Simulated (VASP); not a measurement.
# GaN (wurtzite type) (P6_3mc) in VASP: notebook

GaN (wurtzite type) is run at these levels: PBE; tasks: single point.

Everything below comes from runs of VASP 6.6.1. Logs are shortened: lines on timing, memory, paths and dates and some standing lists are left out, and cuts for length are marked.

## (1) The cell of the first run

The structure is hexagonal, space group P6_3mc (No. 186). Conventional cell: a = 3.218 Å, b = 3.218 Å, c = 5.243 Å, α = 90.00°, β = 90.00°, γ = 120.00°. Within 2.6 Å of Ga (site symmetry 3m) lie 4 N at 1.97 Å. Within 2.6 Å of N (site symmetry 3m) lie 4 Ga at 1.97 Å.

## (2) Single point, PBE

INCAR

```
SYSTEM = GaN
PREC = Accurate ; ENCUT = 520
EDIFF = 1E-6 ; ISMEAR = -1
SIGMA = 0.02 ; LREAL = .FALSE.
LASPH = .TRUE. ; NELM = 60
ALGO = Normal ; ISIF = 2
LWAVE = .FALSE. ; LCHARG = .FALSE.
GGA = PE ; NBANDS = 46
```

KPOINTS

```
Automatic mesh
0
G
  8 5 5
  0 0 0
```

POSCAR

```
GaN
1.0
   -1.6090931213      2.7870310402      0.0000000000
    0.0000000000      0.0000000000      5.2428332618
    4.8272793639      2.7870310402      0.0000000000
Ga N
4 4
Direct
    0.5000000000      0.9996477750      0.1666666670
    0.0000000000      0.9996477750      0.6666666670
    0.0000000000      0.4996477750      0.3333333330
    0.5000000000      0.4996477750      0.8333333330
    0.5000000000      0.3763522250      0.1666666670
    0.0000000000      0.3763522250      0.6666666670
    0.0000000000      0.8763522250      0.3333333330
    0.5000000000      0.8763522250      0.8333333330
```

Potentials or basis: VASP PAW PBE potentials, release 64 (Ga_d, N).

Launch:

```bash
$ cat potpaw_PBE.64/Ga_d/POTCAR potpaw_PBE.64/N/POTCAR > POTCAR
$ mpirun -np 1 vasp_std > vasp.out
```

OUTCAR:

```text
SYSTEM = GaN
   PREC = Accurate
   ENCUT = 520
   EDIFF = 1E-6
   ISMEAR = -1
   LREAL = .FALSE.
   LASPH = .TRUE.
   NELM = 60
   ISIF = 2
   GGA = PE

 ion  position               nearest neighbor table
   1  0.500  1.000  0.167-   7 1.97   7 1.97   8 1.97   5 1.97
   2  0.000  1.000  0.667-   8 1.97   8 1.97   7 1.97   6 1.97
   3  0.000  0.500  0.333-   5 1.97   5 1.97   6 1.97   7 1.97
   4  0.500  0.500  0.833-   6 1.97   6 1.97   5 1.97   8 1.97
   5  0.500  0.376  0.167-   3 1.97   3 1.97   4 1.97   1 1.97
   6  0.000  0.376  0.667-   4 1.97   4 1.97   3 1.97   2 1.97
   7  0.000  0.876  0.333-   1 1.97   1 1.97   2 1.97   3 1.97
   8  0.500  0.876  0.833-   2 1.97   2 1.97   1 1.97   4 1.97

  LATTYP: Found a simple orthorhombic cell.
 ALAT       =     3.2181862426
 B/A-ratio  =     1.6291267399
 C/A-ratio  =     1.7320508076

  Lattice vectors:

 A1 = (  -1.6090931213,   2.7870310402,   0.0000000000)
 A2 = (   0.0000000000,   0.0000000000,   5.2428332618)
 A3 = (   4.8272793639,   2.7870310402,   0.0000000000)

Analysis of symmetry for initial positions (statically):
=====================================================================
 Subroutine PRICEL returns following result:

  LATTYP: Found a hexagonal cell.
 ALAT       =     3.2181862426
 C/A-ratio  =     1.6291267399

  Lattice vectors:

 A1 = (   1.6090931213,   2.7870310402,   0.0000000000)
 A2 = (  -3.2181862426,   0.0000000000,   0.0000000000)
 A3 = (   0.0000000000,   0.0000000000,   5.2428332618)

   2 primitive cells build up your supercell.

 Routine SETGRP: Setting up the symmetry group for a
 simple orthorhombic supercell.

 Subroutine GETGRP returns: Found  4 space group operations
 (whereof  2 operations were pure point group operations)
 out of a pool of  8 trial point group operations.

The static configuration has the point symmetry C_1h.
 The point group associated with its full space group is C_2v.

Analysis of symmetry for dynamics (positions and initial velocities):
=====================================================================
 Subroutine PRICEL returns following result:

  LATTYP: Found a hexagonal cell.
 ALAT       =     3.2181862426
 C/A-ratio  =     1.6291267399

  Lattice vectors:

 A1 = (   1.6090931213,   2.7870310402,   0.0000000000)
 A2 = (  -3.2181862426,   0.0000000000,   0.0000000000)
 A3 = (   0.0000000000,   0.0000000000,   5.2428332618)

   2 primitive cells build up your supercell.

 Routine SETGRP: Setting up the symmetry group for a
 simple orthorhombic supercell.

 Subroutine GETGRP returns: Found  4 space group operations
 (whereof  2 operations were pure point group operations)
 out of a pool of  8 trial point group operations.

The dynamic configuration has the point symmetry C_1h.
 The point group associated with its full space group is C_2v.

 Subroutine INISYM returns: Found  4 space group operations
 (whereof  2 operations are pure point group operations),
 and found     2 'primitive' translations

----------------------------------------------------------------------------------------

                                     Primitive cell

  volume of cell :      47.0239

  direct lattice vectors                    reciprocal lattice vectors
     1.609093121  2.787031040  0.000000000     0.000000000  0.358804759  0.000000000
    -3.218186243  0.000000000  0.000000000    -0.310734036  0.179402379  0.000000000
     0.000000000  0.000000000  5.242833262     0.000000000  0.000000000  0.190736564

  length of vectors
     3.218186243  3.218186243  5.242833262     0.358804759  0.358804759  0.190736564

  position of ions in fractional coordinates (direct lattice)
     0.666666667  0.333333333  0.999647775
     0.333333333  0.666666667  0.499647775
     0.666666667  0.333333333  0.376352225
     0.333333333  0.666666667  0.876352225

  ion indices of the primitive-cell ions
   primitive index   ion index
                 1           1
                 2           4
                 3           5
                 4           8

----------------------------------------------------------------------------------------

 KPOINTS: Automatic mesh

Automatic generation of k-mesh.
 Grid dimensions read from file:
 generate k-points for:    8    5    5

 Generating k-lattice:

  Cartesian coordinates                     Fractional coordinates (reciprocal lattice)
    -0.019420877  0.033637946  0.000000000     0.125000000  0.000000000  0.000000000
     0.000000000  0.000000000  0.038147313     0.000000000  0.200000000  0.000000000
     0.031073404  0.017940238  0.000000000     0.000000000  0.000000000  0.200000000

  Length of vectors
     0.038841755  0.038147313  0.035880476

  Shift w.r.t. Gamma in fractional coordinates (k-lattice)
     0.000000000  0.000000000  0.000000000

 Subroutine IBZKPT returns following result:
 ===========================================

 Found     45 irreducible k-points:

 Following reciprocal coordinates:
            Coordinates               Weight
  0.000000  0.000000  0.000000      1.000000
  0.125000  0.000000  0.000000      2.000000
  0.250000  0.000000  0.000000      2.000000
  0.375000  0.000000  0.000000      2.000000
  0.500000  0.000000  0.000000      1.000000
  0.000000  0.200000  0.000000      2.000000
[... 16 lines left out ...]
  0.250000  0.200000  0.200000      8.000000
  0.375000  0.200000  0.200000      8.000000
 [... further k-points ...]
   k-points           NKPTS =     45   k-points in BZ     NKDIM =     45   number of bands    NBANDS=     46
   number of dos      NEDOS =    301   number of ions     NIONS =      8
   total plane-waves  NPLWV =  40320
   dimension x,y,z NGX =    24 NGY =   40 NGZ =   42
   dimension x,y,z NGXF=    48 NGYF=   80 NGZF=   84
   ions per type =               4   4
   NGX,Y,Z   is equivalent  to a cutoff of  12.40, 12.68, 12.53 a.u.
   NGXF,Y,Z  is equivalent  to a cutoff of  24.80, 25.37, 25.05 a.u.
 SYSTEM =  GaN
   PREC   = accura    normal or accurate (medium, high low for compatibility)
   ISTART =      0    job   : 0-new  1-cont  2-samecut
   ICHARG =      2    charge: 1-file 2-atom 10-const
   ISPIN  =      1    spin polarized calculation?
   LNONCOLLINEAR =      F non collinear calculations
   LSORBIT =      F    spin-orbit coupling
   LASPH  =      T    aspherical Exc in radial PAW
   ENCUT  =  520.0 eV  38.22 Ry    6.18 a.u.   5.98  9.75 10.36*2*pi/ulx,y,z
   NELM   =     60;   NELMIN=  2; NELMDL= -5     # of ELM steps
   EDIFF  = 0.1E-05   stopping-criterion for ELM
   LREAL  =      F    real-space projection
   EDIFFG = 0.1E-04   stopping-criterion for IOM
   NSW    =      0    number of steps for IOM
   IBRION =     -1    ionic relax: 0-MD 1-quasi-New 2-CG
   NFREE  =      0    steps in history (QN), initial steepest desc. (CG)
   ISIF   =      2    stress and relaxation
   ISYM   =      2    0-nonsym 1-usesym 2-fastsym
   POTIM  = 0.5000    time-step for ionic-motion
   TEBEG  =    0.0;   TEEND  =   0.0 temperature during run
   PSTRESS=    0.0 pullay stress
   NELECT =      72.0000    total number of electrons
   NUPDOWN=      -1.0000    fix difference up-down
   EMIN   =  10.00;   EMAX   =-10.00  energy-range for DOS
   EFERMI =   0.00;   METHOD = LEGACY
   ISMEAR =    -1;   SIGMA  =   0.02  broadening in eV -4-tet -1-fermi 0-gaus
   EFERMI_NEDOS =   21; number of points for ismear=-14 and -15
   IALGO  =     38    algorithm
   IMIX   =      4    mixing-type and parameters
     AMIX     =   0.40;   BMIX     =  1.00
     AMIX_MAG =   1.60;   BMIX_MAG =  1.00
  volume/ion in A,a.u.               =      11.76        79.33
  Fermi-wavevector in a.u.,A,eV,Ry     =   1.497624  2.830098 30.516184  2.242876
  Thomas-Fermi vector in A             =   2.609488
   LORBIT       =      0    0 simple, 1 ext, 2 COOP (PROOUT), +10 PAW based schemes
   GGA     = PE    functional components
   LHFCALC =     F    Hartree Fock is set to
   AEXX    =    0.0000 exact exchange contribution
   IVDW    =     0    specifies the selected vdW correction
   LEPSILON=     F    determine dielectric tensor
   LRPA    =     F    only Hartree local field effects (RPA)
 non-spin polarized calculation
  energy-cutoff  :      520.00
  volume of cell :       94.05
 maximum number of plane-waves:      2552
 NGX is ok and might be reduce to    24
   NGX = 11   NGY = 19   NGZ = 21

 number of electron      71.9999975 magnetization

 Free energy of the ion-electron system (eV)
  ---------------------------------------------------
  ext. energy  EPLUGINS =         0.00000000
  ---------------------------------------------------
  free energy    TOTEN  =       -48.65530623 eV

  energy without entropy =      -48.65530623  energy(sigma->0) =      -48.65530623

 E-fermi :   5.4453     XC(G=0): -11.5160

 val. band max:        5.0107301334   @ k =   0.0000   0.0000   0.0000
 cond. band min:       6.7277051925   @ k =   0.0000   0.0000   0.0000
 fundamental gap:      1.7169750591
 Fermi energy:         5.4452909144

 k-point     1 :       0.0000    0.0000    0.0000
  band No.  band energies     occupation
      1     -10.7262      2.00000
      2      -9.9094      2.00000
      3      -9.9023      2.00000
      4      -9.7571      2.00000
      5      -8.4100      2.00000
      6      -8.3955      2.00000
[... 38 lines left out ...]
     45      14.7407      0.00000
     46      15.1785      0.00000

 k-point     2 :       0.1250    0.0000    0.0000
  band No.  band energies     occupation
      1     -10.6193      2.00000
      2      -9.8824      2.00000
      3      -9.8766      2.00000
      4      -9.7586      2.00000
      5      -8.3985      2.00000
      6      -8.3806      2.00000
[... 38 lines left out ...]
     45      14.7672      0.00000
     46      15.0933      0.00000

 k-point     3 :       0.2500    0.0000    0.0000
  band No.  band energies     occupation
      1     -10.3533      2.00000
      2      -9.8249      2.00000
      3      -9.8222      2.00000
      4      -9.7702      2.00000
      5      -8.3901      2.00000
      6      -8.3611      2.00000
[... 1018 lines left out ...]
     45      14.1292      0.00000
     46      14.3391      0.00000

 k-point    24 :       0.3750    0.2000    0.2000
  band No.  band energies     occupation
      1      -9.9996      2.00000
      2      -9.8217      2.00000
      3      -9.7792      2.00000
      4      -9.7575      2.00000
      5      -8.3617      2.00000
      6      -8.3419      2.00000
[... 38 lines left out ...]
     45      14.2286      0.00000
     46      14.5350      0.00000

 [... further k-points ...]

------------------------ aborting loop because EDIFF is reached ----------------------------------------

  FORCE on cell =-STRESS in cart. coord.  units (eV):
  Direction    XX          YY          ZZ          XY          YZ          ZX
  --------------------------------------------------------------------------------------
  -------------------------------------------------------------------------------------
  Total        0.0918941      0.0927371      0.1128407     -0.0007301      0.0000000      0.0000000
  in kB        1.5654857      1.5798467      1.9223267     -0.0124370      0.0000000      0.0000000
  external PRESSURE =       1.6892197 kB  Pullay stress =       0.0000000 kB

 VOLUME and BASIS-vectors are now :
 -----------------------------------------------------------------------------
  energy-cutoff  :      520.00
  volume of cell :       94.05
      direct lattice vectors                 reciprocal lattice vectors
    -1.609093121  2.787031040  0.000000000    -0.155367018  0.269103569  0.000000000
     0.000000000  0.000000000  5.242833262     0.000000000  0.000000000  0.190736564
     4.827279364  2.787031040  0.000000000     0.155367018  0.089701190  0.000000000

 POSITION                                       TOTAL-FORCE (eV/Angst)
 -----------------------------------------------------------------------------------
      0.00000      1.85802      5.24099         0.000278      0.000161     -0.001482
      3.21819      1.85802      5.24099         0.000278      0.000161     -0.001482
      1.60909      0.92901      2.61957        -0.000278     -0.000161     -0.001482
      3.21819      3.71604      2.61957        -0.000278     -0.000161     -0.001482
      0.00000      1.85802      1.97315         0.000066      0.000038      0.001482
      3.21819      1.85802      1.97315         0.000066      0.000038      0.001482
      1.60909      0.92901      4.59457        -0.000066     -0.000038      0.001482
      3.21819      3.71604      4.59457        -0.000066     -0.000038      0.001482
 -----------------------------------------------------------------------------------
    total drift:                               -0.000012     -0.000007     -0.001993

  FREE ENERGIE OF THE ION-ELECTRON SYSTEM (eV)
  ---------------------------------------------------
  free  energy   TOTEN  =       -48.6553062262 eV

  energy  without entropy=      -48.6553062262  energy(sigma->0) =      -48.65530623
```

It took 88 s on 1 thread of Intel Xeon 6975P-C (Granite Rapids), shared host; peak memory 0.27 GiB.

Results:

| Property | Result |
| --- | --- |
| Free energy | -48.6553 eV |
| Pressure | 0.2 GPa |
| Band gap on the k mesh | 1.72 eV |

Levels at points of the mesh, in eV from the valence-band top:
| k point | band 32 | band 33 | band 34 | band 35 | band 36 | band 37 | band 38 | band 39 | band 40 | band 41 |
| --- | --- | --- | --- | --- | --- | --- | --- | --- | --- | --- |
| (0.00, 0.00, 0.00) | -1.00 | -0.96 | -0.04 | 0.00 | 0.00 | 1.72 | 4.07 | 4.98 | 5.38 | 5.98 |
| (0.50, 0.00, 0.00) | -3.86 | -2.02 | -2.02 | -1.84 | -1.84 | 5.75 | 5.75 | 6.42 | 6.42 | 7.63 |

## (3) Single point, PBE

INCAR

```
PREC = Accurate ; ENCUT = 520
EDIFF = 1E-6 ; ISMEAR = -1
SIGMA = 0.02 ; LREAL = F
LASPH = T ; NELM = 100
ALGO = Normal ; ISIF = 2
LWAVE = F ; LCHARG = T
GGA = PE ; LELF = T
LVHAR = T ; NBANDS = 46
```

KPOINTS

```
Automatic mesh
0
Gamma
  8 5 5
  0.5 0.5 0.5
```

POSCAR is that of step 2.

Potentials or basis: VASP PAW PBE potentials, release 64 (Ga_d, N).

Launch:

```bash
$ cat potpaw_PBE.64/Ga_d/POTCAR potpaw_PBE.64/N/POTCAR > POTCAR
$ mpirun -np 1 vasp_std > vasp.out
```

Wall time 81 s (1 thread of Intel Xeon 6975P-C (Granite Rapids), shared host); peak memory 0.26 GiB.

Results (log left out):

```yaml
Free_energy: -48.6565 eV
Pressure: 0.2 GPa
Band_gap_on_the_k_mesh: 2.51 eV
```

Levels at points of the mesh, in eV from the valence-band top:
| k point | band 34 | band 35 | band 36 | band 37 | band 38 | band 39 |
| --- | --- | --- | --- | --- | --- | --- |
| (0.06, 0.10, 0.10) | -0.67 | -0.07 | 0.00 | 2.51 | 4.51 | 5.10 |

Caveat: a shifted mesh leaves out Γ, where band edges can lie.
